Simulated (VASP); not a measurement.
# I (P6_3/mmc) in VASP: density of states with PBE

Aim: the density of states of I with PBE.

Everything below comes from runs of VASP 6.6.1. Logs are shortened: lines on timing, memory, paths and dates and some standing lists are left out, and cuts for length are marked.

### Step 1. The cell of the first run

It takes space group P6_3/mmc (No. 194, hexagonal). The conventional cell has a = 2.758 Å, b = 2.758 Å, c = 4.703 Å, α = 90.00°, β = 90.00°, γ = 120.00°. Within 3.6 Å of I (site symmetry -6m2) lie 12 I at 2.76 to 2.84 Å.

### Step 2. Density of states, PBE (volume scaled by 0.4)

POSCAR

```
I
1.0
    2.7578695592      0.0000000000      0.0000000000
   -1.3789347796      2.3883850986      0.0000000000
    0.0000000000      0.0000000000      4.7027566411
I
2
Direct
    0.3333333333      0.6666666667      0.2500000000
    0.6666666667      0.3333333333      0.7500000000
```

INCAR.step1

```
SYSTEM = I
  PREC = Accurate
  ENCUT = 520
  EDIFF = 1E-7
  ISMEAR = -1
  SIGMA = 0.08
  LREAL = .False.
  LASPH = .True.
  NELM = 60
  ALGO = Normal
  ISIF = 2
  LWAVE = .False.
  LCHARG = .True.
  GGA = PE
  NBANDS = 14
```

KPOINTS.step1

```
regular mesh
0
Gamma
  12 12 7
  0 0 0
```

INCAR.step2

```
SYSTEM = I
  PREC = Accurate
  ENCUT = 520
  EDIFF = 1E-7
  ISMEAR = -5
  SIGMA = 0.08
  LREAL = .False.
  LASPH = .True.
  NELM = 60
  ALGO = Normal
  ISIF = 2
  LWAVE = .False.
  LCHARG = .False.
  GGA = PE
  LORBIT = 10
  NEDOS = 2001
  ICHARG = 11
```

KPOINTS.step2

```
regular mesh
0
Gamma
  18 18 11
  0 0 0
```

Potentials or basis: VASP PAW PBE potentials, release 64 (I).

Started as:

```console
$ cat potpaw_PBE.64/I/POTCAR > POTCAR
$ cp INCAR.step1 INCAR
$ cp KPOINTS.step1 KPOINTS
$ mpirun -np 1 vasp_std > vasp.out
$ cp INCAR.step2 INCAR
$ cp KPOINTS.step2 KPOINTS
$ mpirun -np 1 vasp_std > vasp.out
```

OUTCAR:

```text
SYSTEM = I
   PREC = Accurate
   ENCUT = 520
   EDIFF = 1E-7
   ISMEAR = -5
   LREAL = .False.
   LASPH = .True.
   NELM = 60
   ISIF = 2
   GGA = PE
   LORBIT = 10
   ICHARG = 11

 ion  position               nearest neighbor table
   1  0.333  0.667  0.250-   2 2.84   2 2.84   2 2.84   2 2.84   2 2.84   2 2.84
   2  0.667  0.333  0.750-   1 2.84   1 2.84   1 2.84   1 2.84   1 2.84   1 2.84

  LATTYP: Found a hexagonal cell.
 ALAT       =     2.7578695592
 C/A-ratio  =     1.7052135861

  Lattice vectors:

 A1 = (   2.7578695592,   0.0000000000,   0.0000000000)
 A2 = (  -1.3789347796,   2.3883850986,   0.0000000000)
 A3 = (   0.0000000000,   0.0000000000,   4.7027566411)

Analysis of symmetry for initial positions (statically):
=====================================================================
 Subroutine PRICEL returns:
 Original cell was already a primitive cell.

 Routine SETGRP: Setting up the symmetry group for a
 hexagonal supercell.

 Subroutine GETGRP returns: Found 24 space group operations
 (whereof 12 operations were pure point group operations)
 out of a pool of 24 trial point group operations.

The static configuration has the point symmetry D_3d.
 The point group associated with its full space group is D_6h.

Analysis of symmetry for dynamics (positions and initial velocities):
=====================================================================
 Subroutine PRICEL returns:
 Original cell was already a primitive cell.

 Routine SETGRP: Setting up the symmetry group for a
 hexagonal supercell.

 Subroutine GETGRP returns: Found 24 space group operations
 (whereof 12 operations were pure point group operations)
 out of a pool of 24 trial point group operations.

The dynamic configuration has the point symmetry D_3d.
 The point group associated with its full space group is D_6h.

 Subroutine INISYM returns: Found 24 space group operations
 (whereof 12 operations are pure point group operations),
 and found     1 'primitive' translations

----------------------------------------------------------------------------------------

                                     Primitive cell

  volume of cell :      30.9764

  direct lattice vectors                    reciprocal lattice vectors
     2.757869559  0.000000000  0.000000000     0.362598730  0.209346474  0.000000000
    -1.378934780  2.388385099  0.000000000     0.000000000  0.418692949  0.000000000
     0.000000000  0.000000000  4.702756641     0.000000000  0.000000000  0.212641239

  length of vectors
     2.757869559  2.757869559  4.702756641     0.418692949  0.418692949  0.212641239

  position of ions in fractional coordinates (direct lattice)
     0.333333333  0.666666667  0.250000000
     0.666666667  0.333333333  0.750000000

  ion indices of the primitive-cell ions
   primitive index   ion index
                 1           1
                 2           2

----------------------------------------------------------------------------------------

 KPOINTS: regular mesh

Automatic generation of k-mesh.
 Grid dimensions read from file:
 generate k-points for:   18   18   11

 Generating k-lattice:

  Cartesian coordinates                     Fractional coordinates (reciprocal lattice)
     0.020144374  0.011630360  0.000000000     0.055555556 -0.000000000  0.000000000
     0.000000000  0.023260719  0.000000000     0.000000000  0.055555556  0.000000000
     0.000000000  0.000000000  0.019331022     0.000000000  0.000000000  0.090909091

  Length of vectors
     0.023260719  0.023260719  0.019331022

  Shift w.r.t. Gamma in fractional coordinates (k-lattice)
     0.000000000  0.000000000  0.000000000

 TETIRR: Found   3464 inequivalent tetrahedra from    21384

 Subroutine IBZKPT returns following result:
 ===========================================

 Found    222 irreducible k-points:

 Following reciprocal coordinates:
            Coordinates               Weight
  0.000000  0.000000  0.000000      1.000000
  0.055556  0.000000  0.000000      6.000000
  0.111111  0.000000  0.000000      6.000000
  0.166667  0.000000  0.000000      6.000000
  0.222222 -0.000000  0.000000      6.000000
  0.277778  0.000000  0.000000      6.000000
[... 16 lines left out ...]
  0.333333  0.111111  0.000000     12.000000
  0.388889  0.111111  0.000000     12.000000
 [... further k-points ...]
   k-points           NKPTS =    222   k-points in BZ     NKDIM =    222   number of bands    NBANDS=     11
   number of dos      NEDOS =   2001   number of ions     NIONS =      2
   total plane-waves  NPLWV =  20736
   dimension x,y,z NGX =    24 NGY =   24 NGZ =   36
   dimension x,y,z NGXF=    48 NGYF=   48 NGZF=   72
   ions per type =               2
   NGX,Y,Z   is equivalent  to a cutoff of  14.47, 14.47, 12.73 a.u.
   NGXF,Y,Z  is equivalent  to a cutoff of  28.93, 28.93, 25.45 a.u.
 SYSTEM =  I
   PREC   = accura    normal or accurate (medium, high low for compatibility)
   ISTART =      0    job   : 0-new  1-cont  2-samecut
   ICHARG =     11    charge: 1-file 2-atom 10-const
   ISPIN  =      1    spin polarized calculation?
   LNONCOLLINEAR =      F non collinear calculations
   LSORBIT =      F    spin-orbit coupling
   LASPH  =      T    aspherical Exc in radial PAW
   ENCUT  =  520.0 eV  38.22 Ry    6.18 a.u.   5.13  5.13  8.74*2*pi/ulx,y,z
   NELM   =     60;   NELMIN=  2; NELMDL=  0     # of ELM steps
   EDIFF  = 0.1E-06   stopping-criterion for ELM
   LREAL  =      F    real-space projection
   EDIFFG = 0.1E-05   stopping-criterion for IOM
   NSW    =      0    number of steps for IOM
   IBRION =     -1    ionic relax: 0-MD 1-quasi-New 2-CG
   NFREE  =      0    steps in history (QN), initial steepest desc. (CG)
   ISIF   =      2    stress and relaxation
   ISYM   =      2    0-nonsym 1-usesym 2-fastsym
   POTIM  = 0.5000    time-step for ionic-motion
   TEBEG  =    0.0;   TEEND  =   0.0 temperature during run
   PSTRESS=    0.0 pullay stress
   NELECT =      14.0000    total number of electrons
   NUPDOWN=      -1.0000    fix difference up-down
   EMIN   =  10.00;   EMAX   =-10.00  energy-range for DOS
   EFERMI =   0.00;   METHOD = LEGACY
   ISMEAR =    -5;   SIGMA  =   0.08  broadening in eV -4-tet -1-fermi 0-gaus
   EFERMI_NEDOS =   21; number of points for ismear=-14 and -15
   IALGO  =     38    algorithm
   IMIX   =      4    mixing-type and parameters
     AMIX     =   0.40;   BMIX     =  1.00
     AMIX_MAG =   1.60;   BMIX_MAG =  1.00
  volume/ion in A,a.u.               =      15.49       104.52
  Fermi-wavevector in a.u.,A,eV,Ry     =   1.256340  2.374139 21.475315  1.578391
  Thomas-Fermi vector in A             =   2.390053
   LORBIT       =     10    0 simple, 1 ext, 2 COOP (PROOUT), +10 PAW based schemes
   GGA     = PE    functional components
   LHFCALC =     F    Hartree Fock is set to
   AEXX    =    0.0000 exact exchange contribution
   IVDW    =     0    specifies the selected vdW correction
   LEPSILON=     F    determine dielectric tensor
   LRPA    =     F    only Hartree local field effects (RPA)
 non-spin polarized calculation
 Fermi weights with tetrahedron method with Bloechl corrections
  energy-cutoff  :      520.00
  volume of cell :       30.98
 maximum number of plane-waves:       849
 NGX is ok and might be reduce to    24

 number of electron      13.9999999 magnetization

 Free energy of the ion-electron system (eV)
  ---------------------------------------------------
  ext. energy  EPLUGINS =         0.00000000
  ---------------------------------------------------
  free energy    TOTEN  =         6.61204810 eV

  energy without entropy =        6.61204810  energy(sigma->0) =        6.61204810

 E-fermi :  19.4305     XC(G=0): -13.1143

 val. band max:       19.7871012346   @ k =   0.0556   0.0556   0.1818
 cond. band min:      19.2957737297   @ k =   0.1111   0.0000   0.2727
 fundamental gap:     -0.4913275049
 Fermi energy:        19.4304882532

 k-point     1 :       0.0000    0.0000    0.0000
  band No.  band energies     occupation
      1      -3.0022      2.00000
      2       2.6026      2.00000
      3       6.3950      2.00000
      4      21.8795      0.00000
      5      21.8795      0.00000
      6      23.0407      0.00000
      7      24.3124      0.00000
      8      24.3124      0.00000
      9      26.8877      0.00000
     10      27.2401      0.00000
     11      29.0955      0.00000

 k-point     2 :       0.0556    0.0000    0.0000
  band No.  band energies     occupation
      1      -2.9165      2.00000
      2       2.6831      2.00000
      3       6.4827      2.00000
      4      20.8565     -0.15038
      5      21.4322      0.00000
      6      23.0461      0.00000
      7      23.8335      0.00000
      8      24.5045      0.00000
      9      26.9296      0.00000
     10      27.5795      0.00000
     11      28.5780      0.00000

 k-point     3 :       0.1111    0.0000    0.0000
  band No.  band energies     occupation
      1      -2.6597      2.00000
      2       2.9243      2.00000
      3       6.7447      2.00000
      4      18.7855      1.82599
      5      20.5242     -0.18845
      6      22.6879      0.00000
      7      22.9919      0.00000
      8      24.5247      0.00000
      9      25.6859      0.00000
     10      28.0922      0.00000
     11      28.2740      0.00000

 k-point     4 :       0.1667    0.0000    0.0000
  band No.  band energies     occupation
      1      -2.2318      2.00000
      2       3.3247      2.00000
      3       7.1780      2.00000
      4      16.4901      2.00000
      5      19.5485      1.20842
      6      21.0529     -0.06611
      7      22.6147      0.00000
      8      24.0445      0.00000
      9      24.3704      0.00000
     10      26.8267      0.00000
     11      28.6170      0.00000

 k-point     5 :       0.2222   -0.0000    0.0000
  band No.  band energies     occupation
      1      -1.6338      2.00000
      2       3.8803      2.00000
      3       7.7770      2.00000
      4      14.2108      2.00000
      5      18.6387      2.01192
      6      19.0926      1.40618
      7      21.5986      0.00000
      8      23.3236      0.00000
      9      23.4230      0.00000
     10      26.3042      0.00000
     11      28.4172      0.00000
[... 211 lines left out ...]
 k-point    21 :       0.2222    0.1111    0.0000
  band No.  band energies     occupation
      1      -0.6131      2.00000
      2       4.8064      2.00000
      3       8.7834      2.00000
      4      12.1939      2.00000
      5      15.1570      2.00000
      6      17.7472      2.02179
      7      20.0408      0.16798
      8      20.4938     -0.03205
      9      24.7198      0.00000
     10      25.2687      0.00000
     11      27.6086      0.00000

 k-point    22 :       0.2778    0.1111    0.0000
  band No.  band energies     occupation
      1       0.3136      2.00000
      2       5.5782      2.00000
      3       9.6745      2.00000
      4      10.2981      2.00000
      5      14.2571      2.00000
      6      15.9959      2.00000
      7      18.5132      2.09042
      8      19.8774      0.22665
      9      24.0699      0.00000
     10      24.8419      0.00000
     11      28.3662      0.00000

 k-point    23 :       0.3333    0.1111    0.0000
  band No.  band energies     occupation
      1       1.3865      2.00000
      2       6.1516      2.00000
      3       8.8961      2.00000
      4      10.6702      2.00000
      5      13.0698      2.00000
      6      14.8550      2.00000
      7      16.9960      2.00000
      8      19.4242      1.08281
      9      23.6384      0.00000
     10      24.5293      0.00000
     11      29.2927      0.00000

 k-point    24 :       0.3889    0.1111    0.0000
  band No.  band energies     occupation
      1       2.5480      2.00000
      2       5.6720      2.00000
      3       8.8850      2.00000
      4      11.6296      2.00000
      5      11.6628      2.00000
      6      14.3569      2.00000
      7      15.6702      2.00000
      8      19.1469      1.55432
      9      23.3886      0.00000
     10      24.3397      0.00000
     11      30.0657      0.00000

 [... further k-points ...]
[... 5 lines left out ...]
  --------------------------------------------------------------------------------------
  -------------------------------------------------------------------------------------
  Total       29.8404386     29.8404386     29.8797303      0.0000000      0.0000000      0.0000000
  in kB     1543.4238412   1543.4238412   1545.4561087      0.0000000      0.0000000      0.0000000
  external PRESSURE =    1544.1012637 kB  Pullay stress =       0.0000000 kB

 VOLUME and BASIS-vectors are now :
 -----------------------------------------------------------------------------
  energy-cutoff  :      520.00
  volume of cell :       30.98
      direct lattice vectors                 reciprocal lattice vectors
     2.757869559  0.000000000  0.000000000     0.362598730  0.209346474  0.000000000
    -1.378934780  2.388385099  0.000000000     0.000000000  0.418692949  0.000000000
     0.000000000  0.000000000  4.702756641     0.000000000  0.000000000  0.212641239

 POSITION                                       TOTAL-FORCE (eV/Angst)
 -----------------------------------------------------------------------------------
     -0.00000      1.59226      1.17569         0.000000      0.000000      0.000000
      1.37893      0.79613      3.52707         0.000000      0.000000      0.000000
 -----------------------------------------------------------------------------------
    total drift:                               -0.000000      0.000000     -0.000000

  FREE ENERGIE OF THE ION-ELECTRON SYSTEM (eV)
  ---------------------------------------------------
  free  energy   TOTEN  =         6.6120481039 eV

  energy  without entropy=        6.6120481039  energy(sigma->0) =        6.61204810

 total charge

# of ion       s       p       d       tot
------------------------------------------
    1        1.596   2.772   0.310   4.678
    2        1.596   2.772   0.310   4.678
--------------------------------------------------
tot          3.193   5.544   0.620   9.357
```

Run time: 40 s. Hardware: 1 thread of Intel Xeon 6975P-C (Granite Rapids), shared host; peak memory 0.19 GiB.

What came out:

```
Valence electrons inside the program's atomic spheres : I 4.68
```

Caveat: spin-orbit coupling is left out, which moves the levels of the heavy elements; tetrahedron occupations give inexact forces and stress in metals.
